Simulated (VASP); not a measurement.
Runs of VASP 6.6.1 on CaB2. The structure is that of space group P6/mmm (No. 191), or close to it. The cells are those of the table. 

```tsv
cell	gap on the mesh (eV)	pressure (GPa)
a = 3.323, b = 3.323, c = 3.834 Å, angles 90.0, 90.0, 120.0°, 3 atoms	none	(a)
a = 3.226, b = 3.226, c = 4.067 Å, angles 90.0, 90.0, 120.0°, 3 atoms	none	-0.2
a = 3.178, b = 3.178, c = 4.192 Å, angles 90.0, 90.0, 120.0°, 3 atoms	none	0.3
a = 3.130, b = 3.130, c = 4.323 Å, angles 90.0, 90.0, 120.0°, 3 atoms	none	(b)
a = 3.275, b = 3.275, c = 3.948 Å, angles 90.0, 90.0, 120.0°, 3 atoms	none	-0.4
```

Alike in all rows: task single point; level PBE; potentials or basis VASP PAW PBE potentials, release 64 (Ca_sv, B); no spin polarisation; k mesh 12 × 12 × 9; cutoff (eV) 520; smearing methfessel-paxton 0.05 eV.

Q: Estimate the missing entries.

A: (a) -0.5; (b) 0.9.

A gap of «none» marks levels without a gap at the run's occupations.
